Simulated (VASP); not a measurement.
Wanted: the native input for a VASP 6.6.1 run.

```yaml
Task: relaxation of cell and atoms
Functional: PBE
Potentials_or_basis: VASP PAW PBE potentials, release 64 (Hf_pv, H)
Cutoff: 600 eV
k_mesh: 18 × 18 × 18
Occupations: gaussian, width 0.1 eV
Spin: no spin polarisation
Dipole_correction: no
Further_INCAR_settings: ALGO = Normal; EDIFF = 1e-07; IBRION = 2; EDIFFG = -0.01; NSW = 100; ISIF = 3
```

The structure of HfH lies in POSCAR:

```
HfH
1.0
    2.9193206793      0.0000000000      0.0000000000
    0.0000000000      2.9193206793      0.0000000000
    0.0000000000      0.0000000000      2.9193206793
Hf H
1 1
Direct
    0.0000000000      0.0000000000      0.0000000000
    0.5000000000      0.5000000000      0.5000000000
```

The cell was built from a structure type or drawn by symmetry, and may not be a known phase.

One way to write it, as run:

INCAR

```
PREC = Accurate ; ENCUT = 600
EDIFF = 1E-7 ; ISMEAR = 0
SIGMA = 0.1 ; LREAL = False
LASPH = True ; NELM = 60
ALGO = Normal ; ISIF = 3
LWAVE = False ; LCHARG = False
GGA = PE ; IBRION = 2
NSW = 100 ; EDIFFG = -0.01
```

KPOINTS

```
Automatic mesh
0
Gamma
  18 18 18
```

Potentials or basis: VASP PAW PBE potentials, release 64 (Hf_pv, H).

The run is started by

```bash
$ cat potpaw_PBE.64/Hf_pv/POTCAR potpaw_PBE.64/H/POTCAR > POTCAR
$ mpirun -np 1 vasp_std > vasp.out
```

It gave:

```yaml
Relaxed_volume: 12.20 Å³/atom
Relaxed_cell: a = 2.900 Å, b = 2.900 Å, c = 2.900 Å, α = 90.00°, β = 90.00°, γ = 90.00°
Space_group_after_relaxing_to_0.1_Å: Pm-3m (No. 221)
Energy_gained_by_relaxing: 1.6 meV/atom
Ionic_steps: 3
Pressure_after_relaxing: 0.0 GPa
Band_gap_on_the_k_mesh: zero (an odd number of electrons rules out a gap without spin polarisation)
```

Caveat: spin-orbit coupling is left out, which moves the levels of the heavy elements.

Run time: 60 s on 1 thread of Intel(R) Xeon(R) Platinum 8259CL CPU @ 2.50GHz (Skylake/Cascade Lake) (shared host), peak memory 0.2 GiB.
